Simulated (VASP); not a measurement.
Input of a VASP 6.6.1 run:

Contents of INCAR:

```
SYSTEM = PbS
PREC = Accurate
ENCUT = 500
EDIFF = 1E-6
ISMEAR = -1
SIGMA = 0.02
LREAL = .FALSE.
LASPH = .TRUE.
NELM = 120
ALGO = Normal
ISIF = 2
LWAVE = .FALSE.
LCHARG = .FALSE.
GGA = CA
NBANDS = 28
GGA_COMPAT = .FALSE.
```

The input KPOINTS:

```
Automatic mesh
0
G
  6 6 4
  0 0 0
```

Contents of POSCAR:

```
PbS
1.0
    4.8944219037      0.0000000000      0.0000000000
   -2.4472109518      4.2386937054      0.0000000000
    0.0000000000      0.0000000000      5.8774814278
Pb S
2 2
Direct
    0.3333333333      0.6666666667      0.2500000000
    0.6666666667      0.3333333333      0.7500000000
    0.6666666667      0.3333333333      0.2500000000
    0.3333333333      0.6666666667      0.7500000000
```

Potentials or basis: VASP PAW LDA potentials, release 64 (Pb_d, S).

Launch:

```sh
$ cat potpaw_LDA.64/Pb_d/POTCAR potpaw_LDA.64/S/POTCAR > POTCAR
$ mpirun -np 1 vasp_std > vasp.out
```

**Question.** What does it give for the pressure?

**Answer.** 0.0 GPa.

**Question.** Predict the band gap on the k mesh.

**Answer.** 1.17 eV.

Caveat: spin-orbit coupling is left out, which moves the levels of the heavy elements. A k mesh can miss the band edges.
